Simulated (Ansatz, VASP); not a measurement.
## Two plane-wave programs on Al

```
Al
1.0
    -1.72862    1.72862    1.34832
     1.72862   -1.72862    1.34832
     1.72862    1.72862   -1.34832
Al
1
Direct
  0.00000 0.00000 0.00000
```

Alike in both runs: task single point; functional LDA; k mesh 24 × 24 × 24; occupations gaussian, width 0.15 eV; no spin polarisation.

|  | VASP | Ansatz |
| --- | --- | --- |
| version | VASP 6.6.1 | Ansatz 0.2.0 |
| potentials or method | VASP PAW LDA potentials, release 64 (Al), cutoff 520 eV | scalar-relativistic, plane waves, PAW |
| valence electrons in the cell | 3 | 3 |

|  | VASP | Ansatz | Ansatz less VASP |
| --- | --- | --- | --- |
| gap on the k mesh at the Fermi level (eV) | none | none | - |
| pressure (GPa) | 1.5 | 1.4 | -0.09 |
| traceless stress, the component that is largest in VASP (GPa) | 1.71 | 1.70 | -0.005 |

LDA's correlation is that of Perdew and Zunger in VASP and of Perdew and Wang (1992) in Ansatz. A gap of «none» marks a metal or a gap that the smearing closes.
